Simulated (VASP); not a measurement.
Set up this calculation in VASP 6.6.1, as the native input.

```yaml
Task: single point
Functional: PBEsol
Potentials_or_basis: VASP PAW PBE potentials, release 64 (Ti_sv, Te)
Cutoff: 520 eV
k_mesh: 15 × 15 × 8
Occupations: gaussian, width 0.1 eV
Spin: no spin polarisation
Dipole_correction: no
Further_INCAR_settings: ALGO = Normal; EDIFF = 1e-07; NBANDS = 19
```

The structure of TiTe2 lies in POSCAR:

```
TiTe2
1.0
    3.9409604961      0.0000000000      0.0000000000
   -1.9704802481      3.4129719050      0.0000000000
    0.0000000000      0.0000000000      6.8775481800
Ti Te
1 2
Direct
    0.0000000000      0.0000000000      0.0000000000
    0.6666666667      0.3333333333      0.2741088169
    0.3333333333      0.6666666667      0.7258911831
```

This cell differs from its parent crystal: strained.

These files were run (other wordings do the same):

INCAR

```
PREC     = Accurate       # precision mode
ENCUT    = 520            # plane-wave cutoff, eV
EDIFF    = 1E-7           # SCF threshold, eV
ISMEAR   = 0              # smearing method
SIGMA    = 0.1            # smearing width, eV
LREAL    = False          # projectors in reciprocal space
LASPH    = True           # aspherical terms in the spheres
NELM     = 60             # most SCF steps
ALGO     = Normal         # electronic algorithm
ISIF     = 2              # what is computed and relaxed
LWAVE    = False          # write WAVECAR
LCHARG   = False          # write CHGCAR
GGA      = PS             # functional
NBANDS   = 19             # bands
```

KPOINTS

```
regular mesh
0
Gamma
  15 15 8
```

Potentials or basis: VASP PAW PBE potentials, release 64 (Ti_sv, Te).

Launch:

```bash
$ cat potpaw_PBE.64/Ti_sv/POTCAR potpaw_PBE.64/Te/POTCAR > POTCAR
$ mpirun -np 1 vasp_std > vasp.out
```

Results of the run:

```yaml
Pressure: -9.9 GPa
Largest_force: 1.543 eV/Å
Band_gap_on_the_k_mesh: zero (bands 12 and 13 overlap by 0.55 eV)
```

Caveat: the cell differs from its parent crystal (strained); the cell stands under tension; the PAW data sets were made with another functional, which shifts forces and pressure a little; spin-orbit coupling is left out, which moves the levels of the heavy elements; this functional lacks dispersion, which binds layers or chains, so the pressure and a relaxed spacing across them are unreliable.

Run time: 15 min on 1 thread of Intel Xeon 8259CL (shared host), peak memory 0.47 GiB.
